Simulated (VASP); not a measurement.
Input of a VASP 6.6.1 run:

INCAR

```
  PREC = Accurate
  ENCUT = 520
  EDIFF = 1E-6
  ISMEAR = 0
  SIGMA = 0.15
  LREAL = False
  LASPH = True
  NELM = 80
  ALGO = Fast
  ISIF = 2
  LWAVE = False
  LCHARG = True
  GGA = PS
  LELF = True
  LVHAR = True
  NBANDS = 12
```

KPOINTS

```
regular mesh
0
Gamma
  22 22 22
```

Contents of POSCAR:

```
Ag
1.0
   -2.4336588803      1.7383277716      1.7383277716
    1.7383277716     -2.4336588803      1.7383277716
    1.7383277716      1.7383277716     -2.4336588803
Ag
1
Direct
    0.0000000000      0.0000000000      0.0000000000
```

Potentials or basis: VASP PAW PBE potentials, release 64 (Ag).

Command:

```console
$ cat potpaw_PBE.64/Ag/POTCAR > POTCAR
$ mpirun -np 1 vasp_std > vasp.out
```

Question: Estimate the pressure.

Answer: 137.8 GPa.

Stress tensor (GPa, compression positive):
```
137.81 144.01 144.01
144.01 137.81 144.01
144.01 144.01 137.81
```

Caveat: the PAW data sets were made with another functional, which shifts forces and pressure a little.
